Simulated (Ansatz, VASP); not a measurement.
Ni: VASP and Ansatz over several settings

```
Ni
1.0
     0.00000    1.74908    1.74908
     1.74908    0.00000    1.74908
     1.74908    1.74908    0.00000
Ni
1
Direct
  0.00000 0.00000 0.00000
```

Single points on this cell with VASP 6.6.1 and Ansatz 0.2.0. Each row is one pair of runs. Alike in all rows: spin: collinear, typed start; k mesh: 13 × 13 × 13; smearing: fermi-dirac, width 0.05 eV.

| level | VASP's potentials, cutoff | Ansatz's potentials, cutoff | gap on the k mesh at the Fermi level (eV), VASP | gap on the k mesh at the Fermi level (eV), Ansatz | pressure (GPa), VASP | pressure (GPa), Ansatz | net moment per atom (μB), VASP | net moment per atom (μB), Ansatz |
| --- | --- | --- | --- | --- | --- | --- | --- | --- |
| LDA | VASP PAW LDA potentials, release 64 (Ni), 520 eV | Ansatz PAW, 420 eV | none | none | -13.9 | -14.1 | 0.62 | 0.62 |
| r2SCAN | VASP PAW PBE potentials, release 64 (Ni), 520 eV | Ansatz PAW, 500 eV | none | none | -3.6 | -3.9 | 0.69 | 0.73 |
| r2SCAN | VASP PAW PBE potentials, release 64 (Ni_sv_GW), 650 eV | Ansatz PAW, 500 eV | none | none | -7.1 | -3.9 | 0.74 | 0.73 |

Pressure (GPa): the two programs differ by at most 3.2; net moment per atom (μB): the two programs differ by at most 0.042.

VASP's potentials hold 10 valence electrons a cell and Ansatz's 18 in some rows, so a difference there can come from the potentials and not from the codes.

A gap of «none» marks a metal or a gap that the smearing closes.

Noted on Ansatz's runs: the magnetic or orbital state may not be the lowest.
